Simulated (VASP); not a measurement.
Wanted: the native input for a VASP 6.6.1 run.

* Task: single point
* Functional: PBE
* Potentials or basis: VASP PAW PBE potentials, release 64 (Pt)
* Cutoff: 520 eV
* k mesh: 18 × 18 × 18
* Occupations: gaussian, width 0.1 eV
* Spin: no spin polarisation
* Dipole correction: no
* Further INCAR settings: ALGO = Normal; EDIFF = 1e-07; NBANDS = 11

The structure of Pt lies in POSCAR:

```
Pt
1.0
    0.0000000000      1.9650045286      1.9650045286
    1.9650045286      0.0000000000      1.9650045286
    1.9650045286      1.9650045286      0.0000000000
Pt
1
Direct
    0.0000000000      0.0000000000      0.0000000000
```

This cell differs from its parent crystal: volume scaled by 0.97.

The input as run:

INCAR

```
SYSTEM = Pt
PREC = Accurate
ENCUT = 520
EDIFF = 1E-7
ISMEAR = 0
SIGMA = 0.1
LREAL = .FALSE.
LASPH = .TRUE.
NELM = 60
ALGO = Normal
ISIF = 2
LWAVE = .FALSE.
LCHARG = .FALSE.
GGA = PE
NBANDS = 11
```

KPOINTS

```
Automatic mesh
0
G
  18 18 18
  0 0 0
```

Potentials or basis: VASP PAW PBE potentials, release 64 (Pt).

The run is started by

```sh
$ cat potpaw_PBE.64/Pt/POTCAR > POTCAR
$ mpirun -np 1 vasp_std > vasp.out
```

It gave:

* Pressure: 7.7 GPa
* Band gap on the k mesh: zero (band 5 reaches 11.63 eV, above the bottom of band 6 at 9.42 eV)

Caveat: spin-orbit coupling is left out, which moves the levels of the heavy elements.

It took 81 s on 1 thread of AMD EPYC 7R13, with other jobs on the host, peak memory 0.13 GiB.
